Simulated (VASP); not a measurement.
# EuO (Fm-3m) in VASP: single point with PBEsol

Aim: the single point of EuO with PBEsol.

Everything below comes from runs of VASP 6.6.1. Logs are shortened: lines on timing, memory, paths and dates and some standing lists are left out, and cuts for length are marked.

### Step 1. The cell of the first run

The structure is cubic, space group Fm-3m (No. 225). The conventional cell has a = 5.144 Å, b = 5.144 Å, c = 5.144 Å, α = 90.00°, β = 90.00°, γ = 90.00°. Within 3.4 Å of Eu (site symmetry m-3m) lie 6 O at 2.57 Å. O (site symmetry m-3m) has 6 Eu at 2.57 Å within 3.4 Å.

### Step 2. Single point, PBEsol, collinear spin, ferromagnetic start

File INCAR:

```
PREC = Accurate ; ENCUT = 600
EDIFF = 1E-6 ; ISMEAR = 0
SIGMA = 0.05 ; LREAL = F
LASPH = T ; NELM = 200
ALGO = Normal ; ISIF = 2
LWAVE = F ; LCHARG = T
ISPIN = 2 ; MAGMOM = 7.27 -0.09
LORBIT = 11 ; LMAXMIX = 6
GGA = PS ; LELF = T
LVHAR = T ; NBANDS = 22
GGA_COMPAT = F
```

File KPOINTS:

```
Automatic mesh
0
Gamma
  6 6 6
```

File POSCAR:

```
EuO
1.0
    0.0000000000      2.5719519700      2.5719519700
    2.5719519700      0.0000000000      2.5719519700
    2.5719519700      2.5719519700      0.0000000000
Eu O
1 1
Direct
    0.5000000000      0.5000000000      0.5000000000
    0.0000000000      0.0000000000      0.0000000000
```

Potentials or basis: VASP PAW PBE potentials, release 64 (Eu, O).

Started as:

```
$ cat potpaw_PBE.64/Eu/POTCAR potpaw_PBE.64/O/POTCAR > POTCAR
$ mpirun -np 1 vasp_std > vasp.out
```

OUTCAR:

```text
PREC = Accurate
   ENCUT = 600
   EDIFF = 1E-6
   ISMEAR = 0
   LREAL = F
   LASPH = T
   NELM = 200
   ISIF = 2
   ISPIN = 2
   LORBIT = 11
   GGA = PS

 ion  position               nearest neighbor table
   1  0.500  0.500  0.500-   2 2.57   2 2.57   2 2.57   2 2.57   2 2.57   2 2.57
   2  0.000  0.000  0.000-   1 2.57   1 2.57   1 2.57   1 2.57   1 2.57   1 2.57

  LATTYP: Found a face centered cubic cell.
 ALAT       =     5.1439039400

  Lattice vectors:

 A1 = (   0.0000000000,   2.5719519700,   2.5719519700)
 A2 = (   2.5719519700,   0.0000000000,   2.5719519700)
 A3 = (   2.5719519700,   2.5719519700,   0.0000000000)

Analysis of symmetry for initial positions (statically):
=====================================================================
 Subroutine PRICEL returns:
 Original cell was already a primitive cell.

 Routine SETGRP: Setting up the symmetry group for a
 face centered cubic supercell.

 Subroutine GETGRP returns: Found 48 space group operations
 (whereof 48 operations were pure point group operations)
 out of a pool of 48 trial point group operations.

The static configuration has the point symmetry O_h .

Analysis of symmetry for dynamics (positions and initial velocities):
=====================================================================
 Subroutine PRICEL returns:
 Original cell was already a primitive cell.

 Routine SETGRP: Setting up the symmetry group for a
 face centered cubic supercell.

 Subroutine GETGRP returns: Found 48 space group operations
 (whereof 48 operations were pure point group operations)
 out of a pool of 48 trial point group operations.

The dynamic configuration has the point symmetry O_h .

Analysis of structural, dynamic, and magnetic symmetry:
=====================================================================
 Subroutine PRICEL returns:
 Original cell was already a primitive cell.

 Routine SETGRP: Setting up the symmetry group for a
 face centered cubic supercell.

 Subroutine GETGRP returns: Found 48 space group operations
 (whereof 48 operations were pure point group operations)
 out of a pool of 48 trial point group operations.

The overall configuration has the point symmetry O_h .

 Subroutine INISYM returns: Found 48 space group operations
 (whereof 48 operations are pure point group operations),
 and found     1 'primitive' translations

----------------------------------------------------------------------------------------

                                     Primitive cell

  volume of cell :      34.0266

  direct lattice vectors                    reciprocal lattice vectors
     0.000000000  2.571951970  2.571951970    -0.194404875  0.194404875  0.194404875
     2.571951970  0.000000000  2.571951970     0.194404875 -0.194404875  0.194404875
     2.571951970  2.571951970  0.000000000     0.194404875  0.194404875 -0.194404875

  length of vectors
     3.637289358  3.637289358  3.637289358     0.336719120  0.336719120  0.336719120

  position of ions in fractional coordinates (direct lattice)
     0.500000000  0.500000000  0.500000000
     0.000000000  0.000000000  0.000000000

  ion indices of the primitive-cell ions
   primitive index   ion index
                 1           1
                 2           2

----------------------------------------------------------------------------------------

 KPOINTS: Automatic mesh

Automatic generation of k-mesh.
 Grid dimensions read from file:
 generate k-points for:    6    6    6

 Generating k-lattice:

  Cartesian coordinates                     Fractional coordinates (reciprocal lattice)
    -0.032400812  0.032400812  0.032400812     0.166666667  0.000000000  0.000000000
     0.032400812 -0.032400812  0.032400812     0.000000000  0.166666667  0.000000000
     0.032400812  0.032400812 -0.032400812     0.000000000  0.000000000  0.166666667

  Length of vectors
     0.056119853  0.056119853  0.056119853

  Shift w.r.t. Gamma in fractional coordinates (k-lattice)
     0.000000000  0.000000000  0.000000000

 Subroutine IBZKPT returns following result:
 ===========================================

 Found     16 irreducible k-points:

 Following reciprocal coordinates:
            Coordinates               Weight
  0.000000  0.000000  0.000000      1.000000
  0.166667  0.000000  0.000000      8.000000
  0.333333  0.000000  0.000000      8.000000
  0.500000  0.000000  0.000000      4.000000
  0.166667  0.166667  0.000000      6.000000
  0.333333  0.166667  0.000000     24.000000
[... 8 lines left out ...]
 -0.333333  0.333333  0.166667     24.000000
 -0.333333  0.500000  0.166667     12.000000
   k-points           NKPTS =     16   k-points in BZ     NKDIM =     16   number of bands    NBANDS=     22
   number of dos      NEDOS =    301   number of ions     NIONS =      2
   total plane-waves  NPLWV =  27000
   dimension x,y,z NGX =    30 NGY =   30 NGZ =   30
   dimension x,y,z NGXF=    60 NGYF=   60 NGZF=   60
   ions per type =               1   1
   NGX,Y,Z   is equivalent  to a cutoff of  13.71, 13.71, 13.71 a.u.
   NGXF,Y,Z  is equivalent  to a cutoff of  27.42, 27.42, 27.42 a.u.
 SYSTEM =  unknown system
   PREC   = accura    normal or accurate (medium, high low for compatibility)
   ISTART =      0    job   : 0-new  1-cont  2-samecut
   ICHARG =      2    charge: 1-file 2-atom 10-const
   ISPIN  =      2    spin polarized calculation?
   LNONCOLLINEAR =      F non collinear calculations
   LSORBIT =      F    spin-orbit coupling
   LASPH  =      T    aspherical Exc in radial PAW
   ENCUT  =  600.0 eV  44.10 Ry    6.64 a.u.   7.26  7.26  7.26*2*pi/ulx,y,z
   NELM   =    200;   NELMIN=  2; NELMDL= -5     # of ELM steps
   EDIFF  = 0.1E-05   stopping-criterion for ELM
   LREAL  =      F    real-space projection
   EDIFFG = 0.1E-04   stopping-criterion for IOM
   NSW    =      0    number of steps for IOM
   IBRION =     -1    ionic relax: 0-MD 1-quasi-New 2-CG
   NFREE  =      0    steps in history (QN), initial steepest desc. (CG)
   ISIF   =      2    stress and relaxation
   ISYM   =      2    0-nonsym 1-usesym 2-fastsym
   POTIM  = 0.5000    time-step for ionic-motion
   TEBEG  =    0.0;   TEEND  =   0.0 temperature during run
   PSTRESS=    0.0 pullay stress
   NELECT =      23.0000    total number of electrons
   NUPDOWN=      -1.0000    fix difference up-down
   EMIN   =  10.00;   EMAX   =-10.00  energy-range for DOS
   EFERMI =   0.00;   METHOD = LEGACY
   ISMEAR =     0;   SIGMA  =   0.05  broadening in eV -4-tet -1-fermi 0-gaus
   EFERMI_NEDOS =   21; number of points for ismear=-14 and -15
   IALGO  =     38    algorithm
   IMIX   =      4    mixing-type and parameters
     AMIX     =   0.40;   BMIX     =  1.00
     AMIX_MAG =   1.60;   BMIX_MAG =  1.00
  volume/ion in A,a.u.               =      17.01       114.81
  Fermi-wavevector in a.u.,A,eV,Ry     =   1.436739  2.715043 28.085409  2.064219
  Thomas-Fermi vector in A             =   2.555894
   LORBIT       =     11    0 simple, 1 ext, 2 COOP (PROOUT), +10 PAW based schemes
   GGA     = PS    functional components
   LHFCALC =     F    Hartree Fock is set to
   AEXX    =    0.0000 exact exchange contribution
   IVDW    =     0    specifies the selected vdW correction
   LEPSILON=     F    determine dielectric tensor
   LRPA    =     F    only Hartree local field effects (RPA)
 spin polarized calculation
 Gauss-broadening in eV      SIGMA  =   0.05
  energy-cutoff  :      600.00
  volume of cell :       34.03
 maximum number of plane-waves:      1158
 NGX is ok and might be reduce to    30
   NGX = 15   NGY = 15   NGZ = 15

 number of electron      22.9999999 magnetization       6.9720765

 Free energy of the ion-electron system (eV)
  ---------------------------------------------------
  ext. energy  EPLUGINS =         0.00000000
  ---------------------------------------------------
  free energy    TOTEN  =       -22.68282523 eV

  energy without entropy =      -22.68093430  energy(sigma->0) =      -22.68187976

 E-fermi :   4.5021     XC(G=0): -11.1068

 val. band max:        4.4974090867   @ k =   0.1667   0.1667   0.0000
 cond. band min:       4.5784533896   @ k =   0.0000   0.0000   0.0000
 fundamental gap:      0.0810443028
 Fermi energy:         4.5021337889

 spin component 1

 k-point     1 :       0.0000    0.0000    0.0000
  band No.  band energies     occupation
      1     -36.9744      1.00000
      2     -15.3682      1.00000
      3     -15.3682      1.00000
      4     -15.3682      1.00000
      5     -14.1193      1.00000
      6       0.6464      1.00000
[... 14 lines left out ...]
     21       8.3105      0.00000
     22      13.5067      0.00000

 k-point     2 :       0.1667    0.0000    0.0000
  band No.  band energies     occupation
      1     -36.9513      1.00000
      2     -16.0070      1.00000
      3     -15.3909      1.00000
      4     -15.3909      1.00000
      5     -13.5389      1.00000
      6      -0.1294      1.00000
[... 14 lines left out ...]
     21       9.1240      0.00000
     22      15.0150      0.00000

 k-point     3 :       0.3333    0.0000    0.0000
  band No.  band energies     occupation
      1     -36.9045      1.00000
      2     -16.7706      1.00000
      3     -15.4356      1.00000
      4     -15.4356      1.00000
      5     -12.8943      1.00000
      6      -1.1871      1.00000
[... 14 lines left out ...]
     21      10.8391      0.00000
     22      16.3791      0.00000
[... 276 lines left out ...]
 k-point    15 :      -0.3333    0.3333    0.1667
  band No.  band energies     occupation
      1     -36.8588      1.00000
      2     -16.5559      1.00000
      3     -15.8715      1.00000
      4     -15.6844      1.00000
      5     -13.2011      1.00000
      6      -0.6667      1.00000
[... 14 lines left out ...]
     21      13.2405      0.00000
     22      14.2367      0.00000

 k-point    16 :      -0.3333    0.5000    0.1667
  band No.  band energies     occupation
      1     -36.8516      1.00000
      2     -16.1370      1.00000
      3     -16.0547      1.00000
      4     -15.8603      1.00000
      5     -13.5288      1.00000
      6      -0.1820      1.00000
[... 14 lines left out ...]
     21      13.1506      0.00000
     22      13.9798      0.00000
 Fermi energy:         4.5021337889

 spin component 2

 k-point     1 :       0.0000    0.0000    0.0000
  band No.  band energies     occupation
      1     -33.9489      1.00000
      2     -14.2005      1.00000
      3     -13.0645      1.00000
      4     -13.0645      1.00000
      5     -13.0645      1.00000
      6       0.7195      1.00000
[... 14 lines left out ...]
     21       9.4350      0.00000
     22      15.3608      0.00000

 k-point     2 :       0.1667    0.0000    0.0000
  band No.  band energies     occupation
      1     -33.9192      1.00000
      2     -14.8095      1.00000
      3     -13.0884      1.00000
      4     -13.0884      1.00000
      5     -12.5533      1.00000
      6       0.0552      1.00000
[... 14 lines left out ...]
     21      10.2974      0.00000
     22      16.7036      0.00000

 k-point     3 :       0.3333    0.0000    0.0000
  band No.  band energies     occupation
      1     -33.8589      1.00000
      2     -15.5526      1.00000
      3     -13.1354      1.00000
      4     -13.1354      1.00000
      5     -12.0064      1.00000
      6      -0.9035      1.00000
[... 14 lines left out ...]
     21      12.0139      0.00000
     22      17.9368      0.00000
[... 276 lines left out ...]
 k-point    15 :      -0.3333    0.3333    0.1667
  band No.  band energies     occupation
      1     -33.8004      1.00000
      2     -15.2742      1.00000
      3     -13.6766      1.00000
      4     -13.5119      1.00000
      5     -12.3383      1.00000
      6      -0.4989      1.00000
[... 14 lines left out ...]
     21      14.4755      0.00000
     22      15.6492      0.00000

 k-point    16 :      -0.3333    0.5000    0.1667
  band No.  band energies     occupation
      1     -33.7913      1.00000
      2     -14.8150      1.00000
      3     -13.9988      1.00000
      4     -13.6652      1.00000
      5     -12.6438      1.00000
      6      -0.0878      1.00000
[... 14 lines left out ...]
     21      14.3872      0.00000
     22      15.4119      0.00000

------------------------ aborting loop because EDIFF is reached ----------------------------------------

  FORCE on cell =-STRESS in cart. coord.  units (eV):
  Direction    XX          YY          ZZ          XY          YZ          ZX
  --------------------------------------------------------------------------------------
  -------------------------------------------------------------------------------------
  Total       -2.0151961     -2.0151961     -2.0151961      0.0000000      0.0000000      0.0000000
  in kB      -94.8875710    -94.8875710    -94.8875710      0.0000000      0.0000000      0.0000000
  external PRESSURE =     -94.8875710 kB  Pullay stress =       0.0000000 kB

 VOLUME and BASIS-vectors are now :
 -----------------------------------------------------------------------------
  energy-cutoff  :      600.00
  volume of cell :       34.03
      direct lattice vectors                 reciprocal lattice vectors
     0.000000000  2.571951970  2.571951970    -0.194404875  0.194404875  0.194404875
     2.571951970  0.000000000  2.571951970     0.194404875 -0.194404875  0.194404875
     2.571951970  2.571951970  0.000000000     0.194404875  0.194404875 -0.194404875

 POSITION                                       TOTAL-FORCE (eV/Angst)
 -----------------------------------------------------------------------------------
      2.57195      2.57195      2.57195         0.000000      0.000000      0.000000
      0.00000      0.00000      0.00000        -0.000000     -0.000000     -0.000000
 -----------------------------------------------------------------------------------
    total drift:                                0.000000     -0.000000      0.000000

  FREE ENERGIE OF THE ION-ELECTRON SYSTEM (eV)
  ---------------------------------------------------
  free  energy   TOTEN  =       -22.6828252264 eV

  energy  without entropy=      -22.6809342986  energy(sigma->0) =      -22.68187976

 total charge

# of ion       s       p       d       f       tot
--------------------------------------------------
    1        2.027   5.730   0.396   6.602  14.755
    2        1.546   3.370   0.000   0.000   4.916
--------------------------------------------------
tot          3.573   9.100   0.396   6.602  19.672

 magnetization (x)

# of ion       s       p       d       f       tot
--------------------------------------------------
    1       -0.009  -0.094   0.146   6.551   6.594
    2       -0.004  -0.098   0.000   0.000  -0.102
--------------------------------------------------
tot         -0.013  -0.191   0.146   6.551   6.492
```

Wall time 86 s (1 thread of Intel Xeon 8259CL, shared host); peak memory 0.21 GiB.

Results:

```
Free energy                                           : -22.6828 eV
Pressure                                              : -9.5 GPa
Band gap on the k mesh                                : zero (filled and empty bands overlap)
Net moment                                            : 6.97 μB per cell
Site moments                                          : Eu +6.59; O -0.10 μB
Valence electrons inside the program's atomic spheres : Eu 14.76; O 4.92
```

Levels at points of the mesh, in eV from the Fermi level:
Spin up:
| k point | band 11 | band 12 | band 13 | band 14 | band 15 | band 16 | band 17 | band 18 | band 19 | band 20 |
| --- | --- | --- | --- | --- | --- | --- | --- | --- | --- | --- |
| (0.00, 0.00, 0.00) | -0.22 | -0.22 | -0.22 | 0.08 | 0.08 | 0.08 | 1.58 | 1.58 | 1.58 | 3.81 |
| (0.50, 0.00, 0.00) | -0.47 | -0.26 | -0.26 | -0.25 | -0.21 | 2.22 | 4.33 | 4.33 | 4.63 | 7.61 |
| (0.50, 0.50, 0.00) | -0.38 | -0.34 | -0.34 | -0.27 | -0.03 | -0.03 | 3.34 | 5.69 | 6.51 | 6.59 |
Spin down:
| k point | band 6 | band 7 | band 8 | band 9 | band 10 | band 11 |
| --- | --- | --- | --- | --- | --- | --- |
| (0.00, 0.00, 0.00) | -3.78 | -3.78 | -3.78 | 0.56 | 2.70 | 2.70 |
| (0.50, 0.00, 0.00) | -5.80 | -4.85 | -4.85 | 3.01 | 3.61 | 4.08 |
| (0.50, 0.50, 0.00) | -3.83 | -3.73 | -3.73 | -0.29 | 4.09 | 4.20 |

Caveat: the cell stands under tension; the PAW data sets were made with another functional, which shifts forces and pressure a little; spin-orbit coupling is left out, which moves the levels of the heavy elements; a cell with one magnetic atom can't hold antiferromagnetic order, which such compounds often take; semilocal functionals describe open f shells poorly, which spoils levels, moments and volumes.
